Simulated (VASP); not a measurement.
Write the native input for VASP 6.6.1 that does the following.

```yaml
Task: relaxation of cell and atoms
Functional: PBE
Potentials_or_basis: VASP PAW PBE potentials, release 64 (Al, As)
Cutoff: 600 eV
k_mesh: 12 × 12 × 8
Occupations: gaussian, width 0.1 eV
Spin: no spin polarisation
Dipole_correction: no
Further_INCAR_settings: ALGO = Normal; EDIFF = 1e-07; IBRION = 2; EDIFFG = -0.01; NSW = 100; ISIF = 3
```

The structure of AlAs5 lies in POSCAR:

```
AlAs5
1.0
    5.1749316219      0.0000000000      0.0000000000
   -2.5874658110      4.4816222474      0.0000000000
    0.0000000000      0.0000000000      5.1103309591
Al As
1 5
Direct
    0.0000000000      0.0000000000      0.5000000000
    0.0000000000      0.2850243988      0.0000000000
    0.7149756012      0.7149756012      0.0000000000
    0.2850243988      0.0000000000      0.0000000000
    0.6666666667      0.3333333333      0.5000000000
    0.3333333333      0.6666666667      0.5000000000
```

The cell was built from a structure type or drawn by symmetry, and may not be a known phase.

These files were run (other wordings do the same):

INCAR

```
SYSTEM = AlAs5
PREC = Accurate
ENCUT = 600
EDIFF = 1E-7
ISMEAR = 0
SIGMA = 0.1
LREAL = .False.
LASPH = .True.
NELM = 60
ALGO = Normal
ISIF = 3
LWAVE = .False.
LCHARG = .False.
GGA = PE
IBRION = 2
NSW = 100
EDIFFG = -0.01
```

KPOINTS

```
regular mesh
0
Gamma
  12 12 8
  0 0 0
```

Potentials or basis: VASP PAW PBE potentials, release 64 (Al, As).

Run with:

```console
$ cat potpaw_PBE.64/Al/POTCAR potpaw_PBE.64/As/POTCAR > POTCAR
$ mpirun -np 1 vasp_std > vasp.out
```

It gave:

- Relaxed volume: 19.60 Å³/atom
- Relaxed cell: a = 5.170 Å, b = 5.170 Å, c = 5.079 Å, α = 90.00°, β = 90.00°, γ = 120.00°
- Space group after relaxing (to 0.1 Å): P-62m (No. 189)
- Energy gained by relaxing: 0.5 meV/atom
- Ionic steps: 5
- Pressure after relaxing: 0.0 GPa
- Largest force after relaxing: 0.004 eV/Å

Caveat: the highest band is partly filled, so the run has too few bands.

Run time: 10 min on 1 thread of Intel(R) Xeon(R) Platinum 8488C (Sapphire Rapids) (shared host), peak memory 0.43 GiB.
